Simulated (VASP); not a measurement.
# HfC (Fm-3m) in VASP: further runs, part 2 of 2

VASP 6.6.1.

### Step 5. Single point, PBEsol (functional PBEsol, strained)

The input, INCAR:

```
PREC = Accurate
ENCUT = 520
EDIFF = 1E-6
ISMEAR = 0
SIGMA = 0.1
LREAL = False
LASPH = True
NELM = 80
ALGO = Normal
ISIF = 2
LWAVE = False
LCHARG = True
GGA = PS
LELF = True
LVHAR = True
NBANDS = 14
```

The input, KPOINTS:

```
regular mesh
0
Gamma
  16 16 16
```

The input, POSCAR:

```
HfC
1.0
    0.0000000000      2.2718040000      2.2718040000
    2.2718040000      0.0000000000      2.2718040000
    2.2718040000      2.2718040000      0.0000000000
Hf C
1 1
Direct
    0.5000000000      0.5000000000      0.5000000000
    0.0000000000      0.0000000000      0.0000000000
```

Potentials or basis: VASP PAW PBE potentials, release 64 (Hf_pv, C).

Command:

```
> cat potpaw_PBE.64/Hf_pv/POTCAR potpaw_PBE.64/C/POTCAR > POTCAR
> mpirun -np 1 vasp_std > vasp.out
```

OUTCAR:

```text
PREC = Accurate
   ENCUT = 520
   EDIFF = 1E-6
   ISMEAR = 0
   LREAL = False
   LASPH = True
   NELM = 80
   ISIF = 2
   GGA = PS

 ion  position               nearest neighbor table
   1  0.500  0.500  0.500-   2 2.27   2 2.27   2 2.27   2 2.27   2 2.27   2 2.27
   2  0.000  0.000  0.000-   1 2.27   1 2.27   1 2.27   1 2.27   1 2.27   1 2.27

  LATTYP: Found a face centered cubic cell.
 ALAT       =     4.5436080000

  Lattice vectors:

 A1 = (   0.0000000000,   2.2718040000,   2.2718040000)
 A2 = (   2.2718040000,   0.0000000000,   2.2718040000)
 A3 = (   2.2718040000,   2.2718040000,   0.0000000000)

Analysis of symmetry for initial positions (statically):
=====================================================================
 Subroutine PRICEL returns:
 Original cell was already a primitive cell.

 Routine SETGRP: Setting up the symmetry group for a
 face centered cubic supercell.

 Subroutine GETGRP returns: Found 48 space group operations
 (whereof 48 operations were pure point group operations)
 out of a pool of 48 trial point group operations.

The static configuration has the point symmetry O_h .

Analysis of symmetry for dynamics (positions and initial velocities):
=====================================================================
 Subroutine PRICEL returns:
 Original cell was already a primitive cell.

 Routine SETGRP: Setting up the symmetry group for a
 face centered cubic supercell.

 Subroutine GETGRP returns: Found 48 space group operations
 (whereof 48 operations were pure point group operations)
 out of a pool of 48 trial point group operations.

The dynamic configuration has the point symmetry O_h .

 Subroutine INISYM returns: Found 48 space group operations
 (whereof 48 operations are pure point group operations),
 and found     1 'primitive' translations

----------------------------------------------------------------------------------------

                                     Primitive cell

  volume of cell :      23.4500

[... 113 lines left out ...]
   GGA     = PS    functional components
   LHFCALC =     F    Hartree Fock is set to
   AEXX    =    0.0000 exact exchange contribution
   IVDW    =     0    specifies the selected vdW correction
   LEPSILON=     F    determine dielectric tensor
   LRPA    =     F    only Hartree local field effects (RPA)
 non-spin polarized calculation
 Gauss-broadening in eV      SIGMA  =   0.10
  energy-cutoff  :      520.00
  volume of cell :       23.45
 maximum number of plane-waves:       648
   NGX = 11   NGY = 11   NGZ = 11

 number of electron      13.9999999 magnetization

 Free energy of the ion-electron system (eV)
  ---------------------------------------------------
  ext. energy  EPLUGINS =         0.00000000
  ---------------------------------------------------
  free energy    TOTEN  =       -22.16302797 eV

  energy without entropy =      -22.16083761  energy(sigma->0) =      -22.16193279

 E-fermi :   6.3267     XC(G=0): -12.7658

 val. band max:        6.3262073096   @ k =   0.0625   0.0625   0.0000
 cond. band min:       6.3328448539   @ k =  -0.0625   0.0625   0.0000
 fundamental gap:      0.0066375442
 Fermi energy:         6.3266764733

 k-point     1 :       0.0000    0.0000    0.0000
  band No.  band energies     occupation
      1     -22.8123      2.00000
      2     -22.8123      2.00000
      3     -22.8123      2.00000
      4      -6.2898      2.00000
      5       7.4162      0.00000
      6       7.4162      0.00000
      7       7.4162      0.00000
      8       7.7084      0.00000
      9       7.7084      0.00000
     10       7.7084      0.00000
     11       9.9292      0.00000
     12       9.9292      0.00000
     13      14.0266      0.00000
     14      17.4988      0.00000
[... 377 lines left out ...]
      1     -22.9000      2.00000
      2     -22.8359      2.00000
      3     -22.8145      2.00000
      4      -5.9977      2.00000
      5       5.9350      2.00000
      6       6.2305      1.82608
      7       6.3328      0.93049
      8       7.8829      0.00000
      9       8.6202      0.00000
     10       8.6253      0.00000
     11      10.5918      0.00000
     12      11.5519      0.00000
     13      14.6038      0.00000
     14      18.2927      0.00000

 [... further k-points ...]
[... 5 lines left out ...]
  --------------------------------------------------------------------------------------
  -------------------------------------------------------------------------------------
  Total        1.6260955      1.6260955      1.6260955     -0.0000000      0.0000000      0.0000000
  in kB      111.0999980    111.0999980    111.0999980     -0.0000000      0.0000000      0.0000000
  external PRESSURE =     111.0999980 kB  Pullay stress =       0.0000000 kB

 VOLUME and BASIS-vectors are now :
 -----------------------------------------------------------------------------
  energy-cutoff  :      520.00
  volume of cell :       23.45
      direct lattice vectors                 reciprocal lattice vectors
     0.000000000  2.271804000  2.271804000    -0.220089409  0.220089409  0.220089409
     2.271804000  0.000000000  2.271804000     0.220089409 -0.220089409  0.220089409
     2.271804000  2.271804000  0.000000000     0.220089409  0.220089409 -0.220089409

 POSITION                                       TOTAL-FORCE (eV/Angst)
 -----------------------------------------------------------------------------------
      2.27180      2.27180      2.27180        -0.000000      0.000000     -0.000000
      0.00000      0.00000      0.00000         0.000000     -0.000000      0.000000
 -----------------------------------------------------------------------------------
    total drift:                                0.000000     -0.000000      0.000000

  FREE ENERGIE OF THE ION-ELECTRON SYSTEM (eV)
  ---------------------------------------------------
  free  energy   TOTEN  =       -22.1630279684 eV

  energy  without entropy=      -22.1608376109  energy(sigma->0) =      -22.16193279
```

stdout:

```text
POSCAR found type information on POSCAR HfC
 POSCAR found :  2 types and       2 ions
 scaLAPACK will be used
 -----------------------------------------------------------------------------
|                                                                             |
|                                                                             |
|     You enforced a specific xc type in the INCAR file but a different       |
|     I HOPE YOU KNOW WHAT YOU ARE DOING!                                     |
|                                                                             |
 -----------------------------------------------------------------------------

 LDA part: xc-table for (Slater+PW92), standard interpolation
 POSCAR, INCAR and KPOINTS ok, starting setup
 FFT: planning ... GRIDC
 FFT: planning ... GRID_SOFT
 FFT: planning ... GRID
 WAVECAR not read
 entering main loop
```

Wall time 27 s (1 thread of Intel Xeon 8259CL, shared host); peak memory 0.18 GiB.

Results:

```yaml
Free_energy: -22.1630 eV
Pressure: 11.1 GPa
Band_gap_on_the_k_mesh: zero (band 7 reaches 7.42 eV, above the bottom of band 8 at 5.92 eV)
```

Levels at points of the mesh, in eV from the Fermi level:
```csv
k point,band 5,band 6,band 7,band 8,band 9,band 10
"(0.00, 0.00, 0.00)",1.09,1.09,1.09,1.38,1.38,1.38
"(0.50, 0.00, 0.00)",-6.47,-3.21,-3.21,5.73,5.73,6.24
"(0.50, 0.50, 0.00)",-2.47,-2.05,0.03,0.03,5.73,7.32
```

Caveat: the cell differs from its parent crystal (functional PBEsol, strained); the PAW data sets were made with another functional, which shifts forces and pressure a little; spin-orbit coupling is left out, which moves the levels of the heavy elements.

### Step 6. Single point, PBE (strained)

The input, INCAR:

```
SYSTEM = HfC
ALGO = Normal
EDIFF = 1E-6
ENCUT = 520
GGA = PE
ISIF = 2
ISMEAR = 0
LASPH = .TRUE.
LCHARG = .TRUE.
LELF = .TRUE.
LREAL = .FALSE.
LVHAR = .TRUE.
LWAVE = .FALSE.
NBANDS = 14
NELM = 80
PREC = Accurate
SIGMA = 0.1
```

The input, KPOINTS:

```
k-points
0
G
  16 16 16
  0 0 0
```

The input, POSCAR:

```
HfC
1.0
    0.0000000000      2.2864050000      2.2864050000
    2.2864050000      0.0000000000      2.2864050000
    2.2864050000      2.2864050000      0.0000000000
Hf C
1 1
Direct
    0.5000000000      0.5000000000      0.5000000000
    0.0000000000      0.0000000000      0.0000000000
```

Potentials or basis: VASP PAW PBE potentials, release 64 (Hf_pv, C).

Command:

```
> cat potpaw_PBE.64/Hf_pv/POTCAR potpaw_PBE.64/C/POTCAR > POTCAR
> mpirun -np 1 vasp_std > vasp.out
```

Wall time 29 s (1 thread of Intel Xeon 8259CL, shared host); peak memory 0.18 GiB.

Results (log left out):

* Free energy: -21.0002 eV
* Pressure: 12.8 GPa
* Band gap on the k mesh: zero (band 7 reaches 7.37 eV, above the bottom of band 8 at 5.92 eV)

Levels at points of the mesh, in eV from the Fermi level:
```csv
k point,band 5,band 6,band 7,band 8,band 9,band 10
"(0.00, 0.00, 0.00)",1.05,1.05,1.05,1.43,1.43,1.43
"(0.50, 0.00, 0.00)",-6.35,-3.14,-3.14,5.64,5.64,6.13
"(0.50, 0.50, 0.00)",-2.50,-1.93,-0.02,-0.02,5.63,7.17
```

Caveat: the cell differs from its parent crystal (strained); spin-orbit coupling is left out, which moves the levels of the heavy elements.

### Step 7. Summary

| level | cell | k mesh | cutoff (eV) | gap on the mesh (eV) | pressure (GPa) |
| --- | --- | --- | --- | --- | --- |
| PBE | a = 3.395 Å, angles 60.0°, 2 atoms | 16 × 16 × 16 | 520 | none | -19.3 |
| PBE | a = 3.401 Å, angles 60.0°, 2 atoms | 16 × 16 × 16 | 520 | none | -20.0 |
| PBE | a = 3.288 Å, angles 60.0°, 2 atoms | 6 × 6 × 6 | 600 | none | -0.5 |
| PBEsol | a = 3.213 Å, angles 60.0°, 2 atoms | 16 × 16 × 16 | 520 | none | 11.1 |
| PBE | a = 3.233 Å, angles 60.0°, 2 atoms | 16 × 16 × 16 | 520 | none | 12.8 |

Alike in all rows: task single point; potentials or basis VASP PAW PBE potentials, release 64 (Hf_pv, C); no spin polarisation; smearing gaussian 0.1 eV.

Caveats: some runs use coarse meshes; spin-orbit coupling is left out, which moves the levels of the heavy elements; the PAW data sets were made with another functional, which shifts forces and pressure a little (some runs).

Total energies depend on the potentials used, so only differences within one code and one set of settings carry meaning.
